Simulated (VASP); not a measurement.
Wanted: the native input for a VASP 6.6.1 run.

```
Task                   : single point
Functional             : r2SCAN
Potentials or basis    : VASP PAW PBE potentials, release 64 (K_sv, Cl)
Cutoff                 : 550 eV
k mesh                 : 6 × 6 × 6
Occupations            : gaussian, width 0.05 eV
Spin                   : no spin polarisation
Dipole correction      : no
Further INCAR settings : ALGO = Normal; EDIFF = 1e-06; NBANDS = 15
```

KCl:

```
K Cl
1.0
     0.00000    3.28234    3.40859
     3.28234    0.00000    3.40859
     3.28234    3.28234    0.00000
K Cl
1 1
Direct
  0.00000 0.00000 0.00000
  0.50000 0.50000 0.50000
```

This cell differs from its parent crystal: strain +0.040 along x and y, +0.080 along z.

One way to write it, as run:

POSCAR

```
KCl
1.0
    0.0000000000      3.2823440000      3.4085880000
    3.2823440000      0.0000000000      3.4085880000
    3.2823440000      3.2823440000      0.0000000000
K Cl
1 1
Direct
    0.0000000000      0.0000000000      0.0000000000
    0.5000000000      0.5000000000      0.5000000000
```

INCAR.step1

```
PREC = Accurate ; ENCUT = 550
ISMEAR = 0 ; SIGMA = 0.05
LREAL = F ; LASPH = T
NELM = 120 ; NBANDS = 15
GGA = PE ; ALGO = Normal
EDIFF = 1E-5 ; LWAVE = T
LCHARG = F ; GGA_COMPAT = F
```

INCAR.step2

```
PREC = Accurate ; ENCUT = 550
EDIFF = 1E-6 ; ISMEAR = 0
SIGMA = 0.05 ; LREAL = F
LASPH = T ; NELM = 120
ALGO = Normal ; ISIF = 2
LWAVE = F ; LCHARG = F
METAGGA = R2SCAN ; LMIXTAU = T
NBANDS = 15 ; ISTART = 1
GGA_COMPAT = F
```

KPOINTS

```
regular mesh
0
Gamma
  6 6 6
```

Potentials or basis: VASP PAW PBE potentials, release 64 (K_sv, Cl).

Command:

```bash
$ cat potpaw_PBE.64/K_sv/POTCAR potpaw_PBE.64/Cl/POTCAR > POTCAR
$ cp INCAR.step1 INCAR
$ mpirun -np 1 vasp_std > vasp.out
$ cp INCAR.step2 INCAR
$ mpirun -np 1 vasp_std > vasp.out
```

It gave:

```yaml
Pressure: -2.1 GPa
Band_gap_on_the_k_mesh: 5.30 eV
```

Caveat: the cell differs from its parent crystal (strain +0.040 along x and y, +0.080 along z); the PAW data sets were made with another functional, which shifts forces and pressure a little.

Run time: 5.4 min on 1 thread of AMD EPYC 7R13, on a shared host, peak memory 0.2 GiB.
